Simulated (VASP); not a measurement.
# Si2Ni (Fm-3m) in VASP: notebook, part 2 of 2

VASP 6.6.1.

### Step 4. Density of states, PBE

The input, POSCAR:

```
Si2Ni
1.0
    0.0000000000      2.7234320539      2.7234320539
    2.7234320539      0.0000000000      2.7234320539
    2.7234320539      2.7234320539      0.0000000000
Si Ni
2 1
Direct
    0.2500000000      0.2500000000      0.2500000000
    0.7500000000      0.7500000000      0.7500000000
    0.0000000000      0.0000000000      0.0000000000
```

The input, INCAR.step1:

```
ALGO     = Normal         # electronic algorithm
EDIFF    = 1E-7           # SCF threshold, eV
ENCUT    = 520            # plane-wave cutoff, eV
GGA      = PE             # functional
ISIF     = 2              # what is computed and relaxed
ISMEAR   = 0              # smearing method
LASPH    = T              # aspherical terms in the spheres
LCHARG   = T              # write CHGCAR
LMAXMIX  = 4              # l up to which the mixer works
LREAL    = F              # projectors in reciprocal space
LWAVE    = F              # write WAVECAR
NBANDS   = 16             # bands
NELM     = 80             # most SCF steps
PREC     = Accurate       # precision mode
SIGMA    = 0.1            # smearing width, eV
```

The input, KPOINTS.step1:

```
k-points
0
Gamma
  14 14 14
```

The input, INCAR.step2:

```
ALGO     = Normal         # electronic algorithm
EDIFF    = 1E-7           # SCF threshold, eV
ENCUT    = 520            # plane-wave cutoff, eV
GGA      = PE             # functional
ICHARG   = 11             # starting density
ISIF     = 2              # what is computed and relaxed
ISMEAR   = -5             # smearing method
LASPH    = T              # aspherical terms in the spheres
LCHARG   = F              # write CHGCAR
LMAXMIX  = 4              # l up to which the mixer works
LORBIT   = 10             # projections on sites
LREAL    = F              # projectors in reciprocal space
LWAVE    = F              # write WAVECAR
NBANDS   = 16             # bands
NEDOS    = 1001           # points of the DOS
NELM     = 80             # most SCF steps
PREC     = Accurate       # precision mode
SIGMA    = 0.1            # smearing width, eV
```

The input, KPOINTS.step2:

```
k-points
0
Gamma
  21 21 21
```

Potentials or basis: VASP PAW PBE potentials, release 64 (Si, Ni).

Started as:

```sh
> cat potpaw_PBE.64/Si/POTCAR potpaw_PBE.64/Ni/POTCAR > POTCAR
> cp INCAR.step1 INCAR
> cp KPOINTS.step1 KPOINTS
> mpirun -np 1 vasp_std > vasp.out
> cp INCAR.step2 INCAR
> cp KPOINTS.step2 KPOINTS
> mpirun -np 1 vasp_std > vasp.out
```

OUTCAR:

```text
EDIFF = 1E-7
   ENCUT = 520
   GGA = PE
   ICHARG = 11
   ISIF = 2
   ISMEAR = -5
   LASPH = T
   LORBIT = 10
   LREAL = F
   NELM = 80
   PREC = Accurate

 ion  position               nearest neighbor table
   1  0.250  0.250  0.250-   3 2.36   3 2.36   3 2.36   3 2.36   2 2.72   2 2.72   2 2.72   2 2.72
                             2 2.72   2 2.72
   2  0.750  0.750  0.750-   3 2.36   3 2.36   3 2.36   3 2.36   1 2.72   1 2.72   1 2.72   1 2.72
                             1 2.72   1 2.72
   3  0.000  0.000  0.000-   2 2.36   2 2.36   2 2.36   1 2.36   2 2.36   1 2.36   1 2.36   1 2.36

  LATTYP: Found a face centered cubic cell.
 ALAT       =     5.4468641078

  Lattice vectors:

 A1 = (   0.0000000000,   2.7234320539,   2.7234320539)
 A2 = (   2.7234320539,   0.0000000000,   2.7234320539)
 A3 = (   2.7234320539,   2.7234320539,   0.0000000000)

Analysis of symmetry for initial positions (statically):
=====================================================================
 Subroutine PRICEL returns:
 Original cell was already a primitive cell.

 Routine SETGRP: Setting up the symmetry group for a
 face centered cubic supercell.

 Subroutine GETGRP returns: Found 48 space group operations
 (whereof 48 operations were pure point group operations)
 out of a pool of 48 trial point group operations.

The static configuration has the point symmetry O_h .

Analysis of symmetry for dynamics (positions and initial velocities):
=====================================================================
 Subroutine PRICEL returns:
 Original cell was already a primitive cell.

 Routine SETGRP: Setting up the symmetry group for a
 face centered cubic supercell.

 Subroutine GETGRP returns: Found 48 space group operations
 (whereof 48 operations were pure point group operations)
 out of a pool of 48 trial point group operations.

The dynamic configuration has the point symmetry O_h .

 Subroutine INISYM returns: Found 48 space group operations
 (whereof 48 operations are pure point group operations),
 and found     1 'primitive' translations

[... 129 lines left out ...]
 non-spin polarized calculation
 Fermi weights with tetrahedron method with Bloechl corrections
  energy-cutoff  :      520.00
  volume of cell :       40.40
 maximum number of plane-waves:      1113
 NGX is ok and might be reduce to    30

 number of electron      17.9999991 magnetization

 Free energy of the ion-electron system (eV)
  ---------------------------------------------------
  ext. energy  EPLUGINS =         0.00000000
  ---------------------------------------------------
  free energy    TOTEN  =       -17.36898396 eV

  energy without entropy =      -17.36898396  energy(sigma->0) =      -17.36898396

 E-fermi :  10.1077     XC(G=0): -11.4829

 val. band max:       10.1431053451   @ k =   0.1905   0.0476   0.0000
 cond. band min:      10.0129694890   @ k =   0.2381   0.1905   0.0476
 fundamental gap:     -0.1301358562
 Fermi energy:        10.1077307613

 k-point     1 :       0.0000    0.0000    0.0000
  band No.  band energies     occupation
      1      -3.5164      2.00000
      2       5.0704      2.00000
      3       5.0704      2.00000
      4       5.0704      2.00000
      5       6.7407      2.00000
      6       6.7407      2.00000
[... 433 lines left out ...]
      3       5.3855      2.00000
      4       5.5137      2.00000
      5       6.6873      2.00000
      6       6.7224      2.00000
[... 8 lines left out ...]
     15      17.8260      0.00000
     16      19.1181      0.00000

 [... further k-points ...]

------------------------ aborting loop because EDIFF is reached ----------------------------------------

  FORCE on cell =-STRESS in cart. coord.  units (eV):
  Direction    XX          YY          ZZ          XY          YZ          ZX
  --------------------------------------------------------------------------------------
  -------------------------------------------------------------------------------------
  Total       -0.5760451     -0.5760451     -0.5760451     -0.0000000     -0.0000000      0.0000000
  in kB      -22.8448036    -22.8448036    -22.8448036     -0.0000000     -0.0000000      0.0000000
  external PRESSURE =     -22.8448036 kB  Pullay stress =       0.0000000 kB

 VOLUME and BASIS-vectors are now :
 -----------------------------------------------------------------------------
  energy-cutoff  :      520.00
  volume of cell :       40.40
      direct lattice vectors                 reciprocal lattice vectors
     0.000000000  2.723432054  2.723432054    -0.183591876  0.183591876  0.183591876
     2.723432054  0.000000000  2.723432054     0.183591876 -0.183591876  0.183591876
     2.723432054  2.723432054  0.000000000     0.183591876  0.183591876 -0.183591876

 POSITION                                       TOTAL-FORCE (eV/Angst)
 -----------------------------------------------------------------------------------
      1.36172      1.36172      1.36172        -0.000000     -0.000000     -0.000000
      4.08515      4.08515      4.08515         0.000000      0.000000      0.000000
      0.00000      0.00000      0.00000         0.000000      0.000000      0.000000
 -----------------------------------------------------------------------------------
    total drift:                                0.000000     -0.000000     -0.000000

  FREE ENERGIE OF THE ION-ELECTRON SYSTEM (eV)
  ---------------------------------------------------
  free  energy   TOTEN  =       -17.3689839636 eV

  energy  without entropy=      -17.3689839636  energy(sigma->0) =      -17.36898396

 total charge

# of ion       s       p       d       tot
------------------------------------------
    1        0.744   0.830   0.000   1.574
    2        0.744   0.830   0.000   1.574
    3        0.548   0.769   8.432   9.748
--------------------------------------------------
tot          2.035   2.430   8.432  12.896
```

OUTCAR.step1:

```text
EDIFF = 1E-7
   ENCUT = 520
   GGA = PE
   ISIF = 2
[... 685 lines left out ...]
      1.36172      1.36172      1.36172        -0.000000     -0.000000     -0.000000
      4.08515      4.08515      4.08515         0.000000      0.000000      0.000000
      0.00000      0.00000      0.00000        -0.000000     -0.000000     -0.000000
 -----------------------------------------------------------------------------------
    total drift:                                0.000000     -0.000000     -0.000000

  FREE ENERGIE OF THE ION-ELECTRON SYSTEM (eV)
  ---------------------------------------------------
  free  energy   TOTEN  =       -17.3722615789 eV

  energy  without entropy=      -17.3682074939  energy(sigma->0) =      -17.37023454
```

OSZICAR.step1:

```text
N       E                     dE             d eps       ncg     rms          rms(c)
DAV:   1     0.627159366601E+02    0.62716E+02   -0.77055E+03  3352   0.113E+03
DAV:   2    -0.161087970707E+02   -0.78825E+02   -0.72012E+02  3648   0.209E+02
DAV:   3    -0.193308361120E+02   -0.32220E+01   -0.31711E+01  4416   0.464E+01
DAV:   4    -0.193810896587E+02   -0.50254E-01   -0.50228E-01  3952   0.557E+00
DAV:   5    -0.193824195806E+02   -0.13299E-02   -0.13299E-02  4328   0.958E-01    0.163E+01
DAV:   6    -0.243992279220E+02   -0.50168E+01   -0.41773E+01  3432   0.149E+02    0.256E+01
DAV:   7    -0.175281235947E+02    0.68711E+01   -0.12475E+01  4144   0.924E+01    0.386E+00
DAV:   8    -0.174098166362E+02    0.11831E+00   -0.16820E+00  4512   0.209E+01    0.256E+00
DAV:   9    -0.173732474576E+02    0.36569E-01   -0.24149E-01  4064   0.820E+00    0.612E-01
DAV:  10    -0.173721975549E+02    0.10499E-02   -0.67878E-03  4960   0.131E+00    0.326E-01
DAV:  11    -0.173722281732E+02   -0.30618E-04   -0.96656E-04  3912   0.365E-01    0.315E-02
DAV:  12    -0.173722574586E+02   -0.29285E-04   -0.57178E-05  4352   0.588E-02    0.241E-02
DAV:  13    -0.173722607931E+02   -0.33345E-05   -0.21096E-05  3720   0.689E-02    0.745E-03
DAV:  14    -0.173722613378E+02   -0.54472E-06   -0.11166E-06  4264   0.734E-03    0.443E-03
DAV:  15    -0.173722614779E+02   -0.14007E-06   -0.21451E-07  3584   0.113E-02    0.802E-04
DAV:  16    -0.173722615963E+02   -0.11842E-06   -0.57493E-08  2072   0.337E-03    0.423E-04
DAV:  17    -0.173722615789E+02    0.17438E-07   -0.19491E-08  2024   0.225E-03
   1 F= -.17372262E+02 E0= -.17370235E+02  d E =-.405408E-02
```

Run time: 6 min. Hardware: 1 thread of Intel Xeon 8259CL, shared host; peak memory 0.31 GiB.

Results:

```
Valence electrons inside the program's atomic spheres : Si 1.57; Ni 9.75
```

Caveat: tetrahedron occupations give inexact forces and stress in metals.
